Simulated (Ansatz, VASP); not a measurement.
**LaSb: VASP beside Ansatz**

```xyz
2
Lattice="0.0000 3.2450 3.2450 3.2450 0.0000 3.2450 3.2450 3.2450 0.0000" Properties=species:S:1:pos:R:3 pbc="T T T"
La    0.0000    0.0000    0.0000
Sb    3.2450    3.2450    3.2450
```

Alike in both runs: task electric field gradients; functional PBEsol; k mesh 10 × 10 × 10; occupations fermi-dirac, width 0.05 eV; no spin polarisation.

```csv
,VASP,Ansatz
version,VASP 6.6.1,Ansatz 0.2.0
potentials or method,"VASP PAW PBE potentials, release 64 (La, Sb), cutoff 520 eV","all-electron PAW with datasets made for the crystal, scalar-relativistic"
```

```tsv
	VASP	Ansatz	Ansatz less VASP
pressure (GPa)	-1.0	-0.9	+0.04
```

VASP's potentials were made for PBE, not for PBEsol. Ansatz ran all-electron here, and VASP with PAW potentials.

Spin-orbit coupling is off throughout.
